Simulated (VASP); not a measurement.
Runs of VASP 6.6.1 on In3As. The structure is that of space group Pm-3m (No. 221), or close to it. The cells are those of the table. 

```csv
cell,gap on the mesh (eV),pressure (GPa)
"a = 4.904 Å, 4 atoms",none,-6.3
"a = 4.603 Å, 4 atoms",none,(a)
"a = 4.716 Å, 4 atoms",none,-3.7
"a = 4.708 Å, 4 atoms",none,-3.5
```

Alike in all rows: task single point; level PBEsol; potentials or basis VASP PAW PBE potentials, release 64 (In_d, As); no spin polarisation; k mesh 10 × 10 × 10; cutoff (eV) 520; smearing gaussian 0.1 eV.

Question: Fill in the values left out.

Answer: (a) -0.9.

Caveats: the PAW data sets were made with another functional, which shifts forces and pressure a little; spin-orbit coupling is left out, which moves the levels of the heavy elements; the cell stands under tension (at least some runs).

A k mesh can miss the band edges, and the runs leave out spin-orbit coupling on As, In.

A gap of «none» marks levels without a gap at the run's occupations.
